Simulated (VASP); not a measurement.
# Cd2Se5 (R32) in VASP: single point with PBE

Aim: the single point of Cd2Se5 with PBE.

All numbers are computed with VASP 6.6.1; they aren't measurements. Logs are shortened: lines on timing, memory, paths and dates and some standing lists are left out, and cuts for length are marked.

### 1 The cell of the first run

The structure is trigonal, space group R32 (No. 155). Conventional cell: a = 7.994 Å, b = 7.994 Å, c = 13.537 Å, α = 90.00°, β = 90.00°, γ = 120.00°. Cd (site symmetry 32) has 3 Se at 2.64 Å within 3.5 Å. Within 3.3 Å of Cd (site symmetry 32) lie 2 Se at 2.50 Å. Within 3.5 Å of Se (site symmetry 2) lie 1 Cd at 2.64 Å and 2 Se at 2.69 Å. Within 3.3 Å of Se (site symmetry 3) lie 1 Cd at 2.50 Å and 3 Se at 2.69 Å.

### 2 Single point, PBE

INCAR

```
SYSTEM = Cd2Se5
PREC     = Accurate       ! precision mode
ENCUT    = 500            ! plane-wave cutoff, eV
EDIFF    = 1E-6           ! SCF threshold, eV
ISMEAR   = 0              ! smearing method
SIGMA    = 0.2            ! smearing width, eV
LREAL    = .FALSE.        ! projectors in reciprocal space
LASPH    = .TRUE.         ! aspherical terms in the spheres
NELM     = 120            ! most SCF steps
ALGO     = Normal         ! electronic algorithm
ISIF     = 2              ! what is computed and relaxed
LWAVE    = .FALSE.        ! write WAVECAR
LCHARG   = .TRUE.         ! write CHGCAR
GGA      = PE             ! functional
LELF     = .TRUE.         ! ELF
LVHAR    = .TRUE.       
NBANDS   = 36             ! bands
GGA_COMPAT= .FALSE.
```

KPOINTS

```
regular mesh
0
G
  3 3 3
  0 0 0
```

POSCAR

```
Cd2Se5
1.0
    3.9971763488      2.3077708424      4.5121830160
   -3.9971763488      2.3077708424      4.5121830160
    0.0000000000     -4.6155416806      4.5121830181
Cd Se
2 5
Direct
    0.5000000000      0.5000000000      0.5000000000
    0.0000000000      0.0000000000      0.0000000000
    0.1703814136      0.8296185864      0.5000000000
    0.5000000000      0.1703814136      0.8296185864
    0.8296185864      0.5000000000      0.1703814136
    0.1849798249      0.1849798249      0.1849798249
    0.8150201751      0.8150201751      0.8150201751
```

Potentials or basis: VASP PAW PBE potentials, release 64 (Cd, Se).

Launch:

```
$ cat potpaw_PBE.64/Cd/POTCAR potpaw_PBE.64/Se/POTCAR > POTCAR
$ mpirun -np 1 vasp_std > vasp.out
```

OUTCAR:

```text
SYSTEM = Cd2Se5
   PREC = Accurate
   ENCUT = 500
   EDIFF = 1E-6
   ISMEAR = 0
   LREAL = .FALSE.
   LASPH = .TRUE.
   NELM = 120
   ISIF = 2
   GGA = PE

 ion  position               nearest neighbor table
   1  0.500  0.500  0.500-   3 2.64   4 2.64   5 2.64
   2  0.000  0.000  0.000-   6 2.50   7 2.50
   3  0.170  0.830  0.500-   1 2.64   6 2.69   7 2.69
   4  0.500  0.170  0.830-   1 2.64   7 2.69   6 2.69
   5  0.830  0.500  0.170-   1 2.64   6 2.69   7 2.69
   6  0.185  0.185  0.185-   2 2.50   5 2.69   4 2.69   3 2.69
   7  0.815  0.815  0.815-   2 2.50   4 2.69   5 2.69   3 2.69

  LATTYP: Found a trigonal (rhomboedric) cell.
 ALAT       =     6.4546898140
 COS(alpha) =     0.2330167839

  Lattice vectors:

 A1 = (   3.9971763488,   2.3077708424,   4.5121830160)
 A2 = (  -3.9971763488,   2.3077708424,   4.5121830160)
 A3 = (   0.0000000000,  -4.6155416806,   4.5121830181)

Analysis of symmetry for initial positions (statically):
=====================================================================
 Subroutine PRICEL returns:
 Original cell was already a primitive cell.

 Routine SETGRP: Setting up the symmetry group for a
 trigonal (rhombohedral) supercell.

 Subroutine GETGRP returns: Found  6 space group operations
 (whereof  6 operations were pure point group operations)
 out of a pool of 12 trial point group operations.

The static configuration has the point symmetry D_3 .

Analysis of symmetry for dynamics (positions and initial velocities):
=====================================================================
 Subroutine PRICEL returns:
 Original cell was already a primitive cell.

 Routine SETGRP: Setting up the symmetry group for a
 trigonal (rhombohedral) supercell.

 Subroutine GETGRP returns: Found  6 space group operations
 (whereof  6 operations were pure point group operations)
 out of a pool of 12 trial point group operations.

The dynamic configuration has the point symmetry D_3 .

 Subroutine INISYM returns: Found  6 space group operations
 (whereof  6 operations are pure point group operations),
 and found     1 'primitive' translations

----------------------------------------------------------------------------------------

                                     Primitive cell

  volume of cell :     249.7376

  direct lattice vectors                    reciprocal lattice vectors
     3.997176349  2.307770842  4.512183016     0.125088301  0.072219765  0.073874072
    -3.997176349  2.307770842  4.512183016    -0.125088301  0.072219765  0.073874072
     0.000000000 -4.615541681  4.512183018     0.000000000 -0.144439529  0.073874072

  length of vectors
     6.454689814  6.454689814  6.454689814     0.162234879  0.162234879  0.162234879

  position of ions in fractional coordinates (direct lattice)
     0.500000000  0.500000000  0.500000000
     0.000000000  0.000000000  0.000000000
     0.170381414  0.829618586  0.500000000
     0.500000000  0.170381414  0.829618586
     0.829618586  0.500000000  0.170381414
     0.184979825  0.184979825  0.184979825
     0.815020175  0.815020175  0.815020175

  ion indices of the primitive-cell ions
   primitive index   ion index
                 1           1
                 2           2
                 3           3
                 4           4
                 5           5
                 6           6
                 7           7

----------------------------------------------------------------------------------------

 KPOINTS: regular mesh

Automatic generation of k-mesh.
 Grid dimensions read from file:
 generate k-points for:    3    3    3

 Generating k-lattice:

  Cartesian coordinates                     Fractional coordinates (reciprocal lattice)
     0.041696100  0.024073255  0.024624691     0.333333333  0.000000000  0.000000000
    -0.041696100  0.024073255  0.024624691     0.000000000  0.333333333  0.000000000
     0.000000000 -0.048146510  0.024624691     0.000000000  0.000000000  0.333333333

  Length of vectors
     0.054078293  0.054078293  0.054078293

  Shift w.r.t. Gamma in fractional coordinates (k-lattice)
     0.000000000  0.000000000  0.000000000

 Subroutine IBZKPT returns following result:
 ===========================================

 Found      6 irreducible k-points:

 Following reciprocal coordinates:
            Coordinates               Weight
  0.000000  0.000000  0.000000      1.000000
  0.333333 -0.000000 -0.000000      6.000000
  0.333333  0.333333 -0.000000      6.000000
 -0.333333  0.333333  0.000000      6.000000
  0.333333  0.333333  0.333333      2.000000
 -0.333333  0.333333  0.333333      6.000000
   k-points           NKPTS =      6   k-points in BZ     NKDIM =      6   number of bands    NBANDS=     36
   number of dos      NEDOS =    301   number of ions     NIONS =      7
   total plane-waves  NPLWV = 110592
   dimension x,y,z NGX =    48 NGY =   48 NGZ =   48
   dimension x,y,z NGXF=    96 NGYF=   96 NGZF=   96
   ions per type =               2   5
   NGX,Y,Z   is equivalent  to a cutoff of  12.36, 12.36, 12.36 a.u.
   NGXF,Y,Z  is equivalent  to a cutoff of  24.73, 24.73, 24.73 a.u.
 SYSTEM =  Cd2Se5
   PREC   = accura    normal or accurate (medium, high low for compatibility)
   ISTART =      0    job   : 0-new  1-cont  2-samecut
   ICHARG =      2    charge: 1-file 2-atom 10-const
   ISPIN  =      1    spin polarized calculation?
   LNONCOLLINEAR =      F non collinear calculations
   LSORBIT =      F    spin-orbit coupling
   LASPH  =      T    aspherical Exc in radial PAW
   ENCUT  =  500.0 eV  36.75 Ry    6.06 a.u.  11.77 11.77 11.77*2*pi/ulx,y,z
   NELM   =    120;   NELMIN=  2; NELMDL= -5     # of ELM steps
   EDIFF  = 0.1E-05   stopping-criterion for ELM
   LREAL  =      F    real-space projection
   EDIFFG = 0.1E-04   stopping-criterion for IOM
   NSW    =      0    number of steps for IOM
   IBRION =     -1    ionic relax: 0-MD 1-quasi-New 2-CG
   NFREE  =      0    steps in history (QN), initial steepest desc. (CG)
   ISIF   =      2    stress and relaxation
   ISYM   =      2    0-nonsym 1-usesym 2-fastsym
   POTIM  = 0.5000    time-step for ionic-motion
   TEBEG  =    0.0;   TEEND  =   0.0 temperature during run
   PSTRESS=    0.0 pullay stress
   NELECT =      54.0000    total number of electrons
   NUPDOWN=      -1.0000    fix difference up-down
   EMIN   =  10.00;   EMAX   =-10.00  energy-range for DOS
   EFERMI =   0.00;   METHOD = LEGACY
   ISMEAR =     0;   SIGMA  =   0.20  broadening in eV -4-tet -1-fermi 0-gaus
   EFERMI_NEDOS =   21; number of points for ismear=-14 and -15
   IALGO  =     38    algorithm
   IMIX   =      4    mixing-type and parameters
     AMIX     =   0.40;   BMIX     =  1.00
     AMIX_MAG =   1.60;   BMIX_MAG =  1.00
  volume/ion in A,a.u.               =      35.68       240.76
  Fermi-wavevector in a.u.,A,eV,Ry     =   0.982603  1.856850 13.136544  0.965509
  Thomas-Fermi vector in A             =   2.113698
   LORBIT       =      0    0 simple, 1 ext, 2 COOP (PROOUT), +10 PAW based schemes
   GGA     = PE    functional components
   LHFCALC =     F    Hartree Fock is set to
   AEXX    =    0.0000 exact exchange contribution
   IVDW    =     0    specifies the selected vdW correction
   LEPSILON=     F    determine dielectric tensor
   LRPA    =     F    only Hartree local field effects (RPA)
 non-spin polarized calculation
 Gauss-broadening in eV      SIGMA  =   0.20
  energy-cutoff  :      500.00
  volume of cell :      249.74
 maximum number of plane-waves:      6395
   NGX = 23   NGY = 23   NGZ = 23

 number of electron      53.9999985 magnetization

 Free energy of the ion-electron system (eV)
  ---------------------------------------------------
  ext. energy  EPLUGINS =         0.00000000
  ---------------------------------------------------
  free energy    TOTEN  =       -18.56780634 eV

  energy without entropy =      -18.54114622  energy(sigma->0) =      -18.55447628

 E-fermi :   0.5553     XC(G=0):  -7.6305

 val. band max:        0.5350212981   @ k =   0.0000   0.0000   0.0000
 cond. band min:       0.5975262967   @ k =   0.3333   0.3333   0.3333
 fundamental gap:      0.0625049986
 Fermi energy:         0.5552846836

 k-point     1 :       0.0000    0.0000    0.0000
  band No.  band energies     occupation
      1     -13.9240      2.00000
      2     -12.7753      2.00000
      3     -11.8909      2.00000
      4     -11.8909      2.00000
      5     -10.6715      2.00000
      6      -8.2346      2.00000
[... 28 lines left out ...]
     35       4.7958      0.00000
     36       6.6493      0.00000

 k-point     2 :       0.3333   -0.0000   -0.0000
  band No.  band energies     occupation
      1     -13.7779      2.00000
      2     -13.1330      2.00000
      3     -11.9379      2.00000
      4     -11.4606      2.00000
      5     -10.8365      2.00000
      6      -8.2585      2.00000
[... 28 lines left out ...]
     35       5.3881      0.00000
     36       6.4447      0.00000

 k-point     3 :       0.3333    0.3333   -0.0000
  band No.  band energies     occupation
      1     -13.7158      2.00000
      2     -13.2007      2.00000
      3     -11.9561      2.00000
      4     -11.5098      2.00000
      5     -10.7423      2.00000
      6      -8.2692      2.00000
[... 28 lines left out ...]
     35       4.9312      0.00000
     36       6.3233      0.00000

 k-point     4 :      -0.3333    0.3333    0.0000
  band No.  band energies     occupation
      1     -13.5798      2.00000
      2     -13.3963      2.00000
      3     -11.9963      2.00000
      4     -11.1556      2.00000
      5     -11.0035      2.00000
      6      -8.2556      2.00000
[... 28 lines left out ...]
     35       5.1047      0.00000
     36       6.1057      0.00000

 k-point     5 :       0.3333    0.3333    0.3333
  band No.  band energies     occupation
      1     -13.7939      2.00000
      2     -12.9737      2.00000
      3     -11.9284      2.00000
      4     -11.8912      2.00000
      5     -10.5024      2.00000
      6      -8.2699      2.00000
[... 28 lines left out ...]
     35       4.9910      0.00000
     36       6.1518      0.00000

 k-point     6 :      -0.3333    0.3333    0.3333
  band No.  band energies     occupation
      1     -13.6221      2.00000
      2     -13.3069      2.00000
      3     -11.9569      2.00000
      4     -11.5483      2.00000
      5     -10.6712      2.00000
      6      -8.2676      2.00000
[... 28 lines left out ...]
     35       5.0526      0.00000
     36       6.1909      0.00000

------------------------ aborting loop because EDIFF is reached ----------------------------------------

  FORCE on cell =-STRESS in cart. coord.  units (eV):
  Direction    XX          YY          ZZ          XY          YZ          ZX
  --------------------------------------------------------------------------------------
  -------------------------------------------------------------------------------------
  Total        1.3520971      1.3520971      0.4690142      0.0000000     -0.0000000     -0.0000000
  in kB        8.6743012      8.6743012      3.0089337      0.0000000     -0.0000000     -0.0000000
  external PRESSURE =       6.7858454 kB  Pullay stress =       0.0000000 kB

 VOLUME and BASIS-vectors are now :
 -----------------------------------------------------------------------------
  energy-cutoff  :      500.00
  volume of cell :      249.74
      direct lattice vectors                 reciprocal lattice vectors
     3.997176349  2.307770842  4.512183016     0.125088301  0.072219765  0.073874072
    -3.997176349  2.307770842  4.512183016    -0.125088301  0.072219765  0.073874072
     0.000000000 -4.615541681  4.512183018     0.000000000 -0.144439529  0.073874072

 POSITION                                       TOTAL-FORCE (eV/Angst)
 -----------------------------------------------------------------------------------
      0.00000      0.00000      6.76827         0.000000      0.000000     -0.000000
      0.00000      0.00000      0.00000         0.000000     -0.000000     -0.000000
     -2.63509      0.00000      6.76827        -0.022497      0.000000     -0.000000
      1.31754     -2.28205      6.76827         0.011248     -0.019483      0.000000
      1.31754      2.28205      6.76827         0.011248      0.019483     -0.000000
      0.00000      0.00000      2.50399         0.000000      0.000000      0.101676
      0.00000      0.00000     11.03256         0.000000     -0.000000     -0.101676
 -----------------------------------------------------------------------------------
    total drift:                                0.000000      0.000000      0.000000

  FREE ENERGIE OF THE ION-ELECTRON SYSTEM (eV)
  ---------------------------------------------------
  free  energy   TOTEN  =       -18.5678063374 eV

  energy  without entropy=      -18.5411462169  energy(sigma->0) =      -18.55447628
```

Wall time 70 s (1 thread of Intel Xeon 6975P-C, shared host); peak memory 0.32 GiB.

Results:

| Item | Value |
| --- | --- |
| Free energy | -18.5678 eV |
| Pressure | 0.7 GPa |
| Largest force | 0.102 eV/Å |
| Band gap on the k mesh | zero (filled and empty bands touch) |

Forces in eV/Å, atoms in the order of the input:
```
Cd   0.000  0.000  0.000
Cd   0.000  0.000  0.000
Se  -0.022  0.000  0.000
Se   0.011 -0.019  0.000
Se   0.011  0.019  0.000
Se   0.000  0.000  0.102
Se   0.000  0.000 -0.102
```

Stress tensor (GPa, compression positive):
```
0.87 0.00 0.00
0.00 0.87 0.00
0.00 0.00 0.30
```
